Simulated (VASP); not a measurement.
# Na2I (I4/mmm) in VASP: single point with PBE

Aim: the single point of Na2I with PBE.

All numbers are computed with VASP 6.6.1; they aren't measurements. Logs are shortened: lines on timing, memory, paths and dates and some standing lists are left out, and cuts for length are marked.

## 1. The cell of the first run

Symmetry: I4/mmm, No. 139, tetragonal system. The conventional cell has a = 4.015 Å, b = 4.015 Å, c = 14.015 Å, α = 90.00°, β = 90.00°, γ = 90.00°. Within 4.5 Å of Na (site symmetry 4mm) lie 4 I at 3.44 Å and 9 Na at 3.88 to 4.22 Å. Within 4.5 Å of I (site symmetry 4/mmm) lie 8 Na at 3.44 Å and 4 I at 4.01 Å.

## 2. Single point, PBE

Contents of INCAR:

```
SYSTEM = Na2I
PREC = Accurate
ENCUT = 520
EDIFF = 1E-7
ISMEAR = 0
SIGMA = 0.1
LREAL = .False.
LASPH = .True.
NELM = 100
ALGO = Normal
ISIF = 2
LWAVE = .False.
LCHARG = .False.
GGA = PE
NBANDS = 18
```

Contents of KPOINTS:

```
regular mesh
0
Gamma
  16 16 16
  0 0 0
```

Contents of POSCAR:

```
Na2I
1.0
   -2.0073479476      2.0073479476      7.0073446598
    2.0073479476     -2.0073479476      7.0073446598
    2.0073479476      2.0073479476     -7.0073446598
Na I
2 1
Direct
    0.6383854521      0.6383854521      0.0000000000
    0.3616145479      0.3616145479      0.0000000000
    0.0000000000      0.0000000000      0.0000000000
```

Potentials or basis: VASP PAW PBE potentials, release 64 (Na_pv, I).

The run is started by

```bash
> cat potpaw_PBE.64/Na_pv/POTCAR potpaw_PBE.64/I/POTCAR > POTCAR
> mpirun -np 1 vasp_std > vasp.out
```

OUTCAR:

```text
SYSTEM = Na2I
   PREC = Accurate
   ENCUT = 520
   EDIFF = 1E-7
   ISMEAR = 0
   LREAL = .False.
   LASPH = .True.
   NELM = 100
   ISIF = 2
   GGA = PE

 ion  position               nearest neighbor table
   1  0.638  0.638  0.000-
   2  0.362  0.362  0.000-
   3  0.000  0.000  0.000-

  LATTYP: Found a body centered tetragonal cell.
 ALAT       =     4.0146958952
 C/A-ratio  =     3.4908470493

  Lattice vectors:

 A1 = (  -2.0073479476,   2.0073479476,   7.0073446598)
 A2 = (   2.0073479476,  -2.0073479476,   7.0073446598)
 A3 = (   2.0073479476,   2.0073479476,  -7.0073446598)

Analysis of symmetry for initial positions (statically):
=====================================================================
 Subroutine PRICEL returns:
 Original cell was already a primitive cell.

 Routine SETGRP: Setting up the symmetry group for a
 body centered tetragonal supercell.

 Subroutine GETGRP returns: Found 16 space group operations
 (whereof 16 operations were pure point group operations)
 out of a pool of 16 trial point group operations.

The static configuration has the point symmetry D_4h.

Analysis of symmetry for dynamics (positions and initial velocities):
=====================================================================
 Subroutine PRICEL returns:
 Original cell was already a primitive cell.

 Routine SETGRP: Setting up the symmetry group for a
 body centered tetragonal supercell.

 Subroutine GETGRP returns: Found 16 space group operations
 (whereof 16 operations were pure point group operations)
 out of a pool of 16 trial point group operations.

The dynamic configuration has the point symmetry D_4h.

 Subroutine INISYM returns: Found 16 space group operations
 (whereof 16 operations are pure point group operations),
 and found     1 'primitive' translations

----------------------------------------------------------------------------------------

                                     Primitive cell

  volume of cell :     112.9429

  direct lattice vectors                    reciprocal lattice vectors
    -2.007347948  2.007347948  7.007344660     0.000000000  0.249084869  0.071353704
     2.007347948 -2.007347948  7.007344660     0.249084869  0.000000000  0.071353704
     2.007347948  2.007347948 -7.007344660     0.249084869  0.249084869  0.000000000

  length of vectors
     7.560540374  7.560540374  7.560540374     0.259103499  0.259103499  0.352259200

  position of ions in fractional coordinates (direct lattice)
     0.638385452  0.638385452  0.000000000
     0.361614548  0.361614548  0.000000000
     0.000000000  0.000000000  0.000000000

  ion indices of the primitive-cell ions
   primitive index   ion index
                 1           1
                 2           2
                 3           3

----------------------------------------------------------------------------------------

 KPOINTS: regular mesh

Automatic generation of k-mesh.
 Grid dimensions read from file:
 generate k-points for:   16   16   16

 Generating k-lattice:

  Cartesian coordinates                     Fractional coordinates (reciprocal lattice)
     0.000000000  0.015567804  0.004459607     0.062500000  0.000000000 -0.000000000
     0.015567804  0.000000000  0.004459607     0.000000000  0.062500000 -0.000000000
     0.015567804  0.015567804  0.000000000     0.000000000  0.000000000  0.062500000

  Length of vectors
     0.016193969  0.016193969  0.022016200

  Shift w.r.t. Gamma in fractional coordinates (k-lattice)
     0.000000000  0.000000000  0.000000000

 Subroutine IBZKPT returns following result:
 ===========================================

 Found    349 irreducible k-points:

 Following reciprocal coordinates:
            Coordinates               Weight
  0.000000  0.000000  0.000000      1.000000
  0.062500  0.000000 -0.000000      8.000000
  0.125000  0.000000 -0.000000      8.000000
  0.187500  0.000000 -0.000000      8.000000
  0.250000  0.000000 -0.000000      8.000000
  0.312500  0.000000  0.000000      8.000000
[... 16 lines left out ...]
 -0.125000  0.062500  0.000000     16.000000
 -0.062500  0.062500  0.000000      4.000000
 [... further k-points ...]
   k-points           NKPTS =    349   k-points in BZ     NKDIM =    349   number of bands    NBANDS=     18
   number of dos      NEDOS =    301   number of ions     NIONS =      3
   total plane-waves  NPLWV = 175616
   dimension x,y,z NGX =    56 NGY =   56 NGZ =   56
   dimension x,y,z NGXF=   112 NGYF=  112 NGZF=  112
   ions per type =               2   1
   NGX,Y,Z   is equivalent  to a cutoff of  12.31, 12.31, 12.31 a.u.
   NGXF,Y,Z  is equivalent  to a cutoff of  24.63, 24.63, 24.63 a.u.
 SYSTEM =  Na2I
   PREC   = accura    normal or accurate (medium, high low for compatibility)
   ISTART =      0    job   : 0-new  1-cont  2-samecut
   ICHARG =      2    charge: 1-file 2-atom 10-const
   ISPIN  =      1    spin polarized calculation?
   LNONCOLLINEAR =      F non collinear calculations
   LSORBIT =      F    spin-orbit coupling
   LASPH  =      T    aspherical Exc in radial PAW
   ENCUT  =  520.0 eV  38.22 Ry    6.18 a.u.  14.06 14.06 14.06*2*pi/ulx,y,z
   NELM   =    100;   NELMIN=  2; NELMDL= -5     # of ELM steps
   EDIFF  = 0.1E-06   stopping-criterion for ELM
   LREAL  =      F    real-space projection
   EDIFFG = 0.1E-05   stopping-criterion for IOM
   NSW    =      0    number of steps for IOM
   IBRION =     -1    ionic relax: 0-MD 1-quasi-New 2-CG
   NFREE  =      0    steps in history (QN), initial steepest desc. (CG)
   ISIF   =      2    stress and relaxation
   ISYM   =      2    0-nonsym 1-usesym 2-fastsym
   POTIM  = 0.5000    time-step for ionic-motion
   TEBEG  =    0.0;   TEEND  =   0.0 temperature during run
   PSTRESS=    0.0 pullay stress
   NELECT =      21.0000    total number of electrons
   NUPDOWN=      -1.0000    fix difference up-down
   EMIN   =  10.00;   EMAX   =-10.00  energy-range for DOS
   EFERMI =   0.00;   METHOD = LEGACY
   ISMEAR =     0;   SIGMA  =   0.10  broadening in eV -4-tet -1-fermi 0-gaus
   EFERMI_NEDOS =   21; number of points for ismear=-14 and -15
   IALGO  =     38    algorithm
   IMIX   =      4    mixing-type and parameters
     AMIX     =   0.40;   BMIX     =  1.00
     AMIX_MAG =   1.60;   BMIX_MAG =  1.00
  volume/ion in A,a.u.               =      37.65       254.06
  Fermi-wavevector in a.u.,A,eV,Ry     =   0.934390  1.765742 11.879046  0.873085
  Thomas-Fermi vector in A             =   2.061190
   LORBIT       =      0    0 simple, 1 ext, 2 COOP (PROOUT), +10 PAW based schemes
   GGA     = PE    functional components
   LHFCALC =     F    Hartree Fock is set to
   AEXX    =    0.0000 exact exchange contribution
   IVDW    =     0    specifies the selected vdW correction
   LEPSILON=     F    determine dielectric tensor
   LRPA    =     F    only Hartree local field effects (RPA)
 non-spin polarized calculation
 Gauss-broadening in eV      SIGMA  =   0.10
  energy-cutoff  :      520.00
  volume of cell :      112.94
 maximum number of plane-waves:      3094
   NGX = 29   NGY = 29   NGZ = 29

 number of electron      20.9999992 magnetization

 Free energy of the ion-electron system (eV)
  ---------------------------------------------------
  ext. energy  EPLUGINS =         0.00000000
  ---------------------------------------------------
  free energy    TOTEN  =        -6.16175301 eV

  energy without entropy =       -6.15658409  energy(sigma->0) =       -6.15916855

 E-fermi :   2.2977     XC(G=0):  -7.0597

 val. band max:        2.2965118122   @ k =  -0.3125  -0.4375   0.1250
 cond. band min:       2.2996478142   @ k =  -0.2500   0.3750   0.2500
 fundamental gap:      0.0031360020
 Fermi energy:         2.2977131269

 k-point     1 :       0.0000    0.0000    0.0000
  band No.  band energies     occupation
      1     -23.1830      2.00000
      2     -23.1778      2.00000
      3     -23.1778      2.00000
      4     -23.1771      2.00000
      5     -23.1771      2.00000
      6     -23.1718      2.00000
[... 10 lines left out ...]
     17       8.4518      0.00000
     18       8.9176      0.00000

 k-point     2 :       0.0625    0.0000   -0.0000
  band No.  band energies     occupation
      1     -23.1829      2.00000
      2     -23.1782      2.00000
      3     -23.1778      2.00000
      4     -23.1774      2.00000
      5     -23.1770      2.00000
      6     -23.1718      2.00000
[... 10 lines left out ...]
     17       8.8970      0.00000
     18       9.0936      0.00000

 k-point     3 :       0.1250    0.0000   -0.0000
  band No.  band energies     occupation
      1     -23.1826      2.00000
      2     -23.1791      2.00000
      3     -23.1783      2.00000
      4     -23.1777      2.00000
      5     -23.1770      2.00000
      6     -23.1719      2.00000
[... 10 lines left out ...]
     17       8.9158      0.00000
     18       9.5301      0.00000

 k-point     4 :       0.1875    0.0000   -0.0000
  band No.  band energies     occupation
      1     -23.1823      2.00000
      2     -23.1806      2.00000
      3     -23.1796      2.00000
      4     -23.1776      2.00000
      5     -23.1768      2.00000
      6     -23.1720      2.00000
[... 10 lines left out ...]
     17       8.9576      0.00000
     18       9.5507      0.00000

 k-point     5 :       0.2500    0.0000   -0.0000
  band No.  band energies     occupation
      1     -23.1824      2.00000
      2     -23.1823      2.00000
      3     -23.1804      2.00000
      4     -23.1774      2.00000
      5     -23.1767      2.00000
      6     -23.1722      2.00000
[... 10 lines left out ...]
     17       9.0100      0.00000
     18       9.1032      0.00000

 k-point     6 :       0.3125    0.0000    0.0000
  band No.  band energies     occupation
      1     -23.1840      2.00000
      2     -23.1835      2.00000
      3     -23.1802      2.00000
      4     -23.1773      2.00000
      5     -23.1766      2.00000
      6     -23.1725      2.00000
[... 10 lines left out ...]
     17       9.0347      0.00000
     18       9.1995      0.00000

 k-point     7 :       0.3750    0.0000   -0.0000
  band No.  band energies     occupation
      1     -23.1855      2.00000
      2     -23.1848      2.00000
      3     -23.1797      2.00000
      4     -23.1771      2.00000
      5     -23.1765      2.00000
      6     -23.1728      2.00000
[... 10 lines left out ...]
     17       8.7653      0.00000
     18       9.1705      0.00000

 k-point     8 :       0.4375    0.0000    0.0000
  band No.  band energies     occupation
      1     -23.1864      2.00000
      2     -23.1857      2.00000
      3     -23.1793      2.00000
      4     -23.1770      2.00000
      5     -23.1765      2.00000
      6     -23.1730      2.00000
[... 10 lines left out ...]
     17       8.5504      0.00000
     18       8.9447      0.00000
[... 229 lines left out ...]
     17       8.7851      0.00000
     18       8.9628      0.00000

 k-point    20 :      -0.3125    0.0625    0.0000
  band No.  band energies     occupation
      1     -23.1839      2.00000
      2     -23.1835      2.00000
      3     -23.1803      2.00000
      4     -23.1775      2.00000
      5     -23.1770      2.00000
      6     -23.1723      2.00000
[... 10 lines left out ...]
     17       8.6707      0.00000
     18       9.1324      0.00000

 k-point    21 :      -0.2500    0.0625    0.0000
  band No.  band energies     occupation
      1     -23.1824      2.00000
      2     -23.1821      2.00000
      3     -23.1805      2.00000
      4     -23.1777      2.00000
      5     -23.1771      2.00000
      6     -23.1721      2.00000
[... 10 lines left out ...]
     17       9.0401      0.00000
     18       9.3828      0.00000

 k-point    22 :      -0.1875    0.0625    0.0000
  band No.  band energies     occupation
      1     -23.1823      2.00000
      2     -23.1804      2.00000
      3     -23.1796      2.00000
      4     -23.1779      2.00000
      5     -23.1772      2.00000
      6     -23.1719      2.00000
[... 10 lines left out ...]
     17       9.0982      0.00000
     18       9.8250      0.00000

 k-point    23 :      -0.1250    0.0625    0.0000
  band No.  band energies     occupation
      1     -23.1826      2.00000
      2     -23.1790      2.00000
      3     -23.1783      2.00000
      4     -23.1780      2.00000
      5     -23.1773      2.00000
      6     -23.1718      2.00000
[... 10 lines left out ...]
     17       9.0229      0.00000
     18       9.9667      0.00000

 k-point    24 :      -0.0625    0.0625    0.0000
  band No.  band energies     occupation
      1     -23.1828      2.00000
      2     -23.1781      2.00000
      3     -23.1781      2.00000
      4     -23.1774      2.00000
      5     -23.1773      2.00000
      6     -23.1718      2.00000
[... 10 lines left out ...]
     17       8.9568      0.00000
     18       9.5300      0.00000

 [... further k-points ...]

------------------------ aborting loop because EDIFF is reached ----------------------------------------

  FORCE on cell =-STRESS in cart. coord.  units (eV):
  Direction    XX          YY          ZZ          XY          YZ          ZX
  --------------------------------------------------------------------------------------
  -------------------------------------------------------------------------------------
  Total        0.0024842      0.0024842     -0.0007552      0.0000000      0.0000000      0.0000000
  in kB        0.0352399      0.0352399     -0.0107125      0.0000000      0.0000000      0.0000000
  external PRESSURE =       0.0199224 kB  Pullay stress =       0.0000000 kB

 VOLUME and BASIS-vectors are now :
 -----------------------------------------------------------------------------
  energy-cutoff  :      520.00
  volume of cell :      112.94
      direct lattice vectors                 reciprocal lattice vectors
    -2.007347948  2.007347948  7.007344660     0.000000000  0.249084869  0.071353704
     2.007347948 -2.007347948  7.007344660     0.249084869  0.000000000  0.071353704
     2.007347948  2.007347948 -7.007344660     0.249084869  0.249084869  0.000000000

 POSITION                                       TOTAL-FORCE (eV/Angst)
 -----------------------------------------------------------------------------------
      0.00000      0.00000      8.94677         0.000000      0.000000     -0.000180
      0.00000      0.00000      5.06792        -0.000000     -0.000000      0.000180
      0.00000      0.00000      0.00000        -0.000000     -0.000000     -0.000000
 -----------------------------------------------------------------------------------
    total drift:                               -0.000000     -0.000000      0.000000

  FREE ENERGIE OF THE ION-ELECTRON SYSTEM (eV)
  ---------------------------------------------------
  free  energy   TOTEN  =        -6.1617530083 eV

  energy  without entropy=       -6.1565840927  energy(sigma->0) =       -6.15916855
```

Run time: 11 min. Hardware: 1 thread of Intel Xeon 6975P-C (Granite Rapids), shared host; peak memory 0.87 GiB.

What came out:

```yaml
Free_energy: -6.1618 eV
Pressure: 0.0 GPa
Band_gap_on_the_k_mesh: zero (an odd number of electrons rules out a gap without spin polarisation)
```

Levels at points of the mesh, in eV from the Fermi level:
```
           k point  band 9  band 10  band 11  band 12  band 13  band 14
(0.00, 0.00, 0.00)   -2.65    -2.65    -1.84     2.11     3.65     4.00
(0.50, 0.00, 0.00)   -3.88    -2.32     0.17     1.11     2.33     4.37
(0.50, 0.50, 0.00)   -4.57    -3.39     1.13     1.80     2.76     3.13
(0.50, 0.50, 0.50)   -2.66    -2.66    -0.59     0.73     3.16     3.85
```

Caveat: spin-orbit coupling is left out, which moves the levels of the heavy elements.
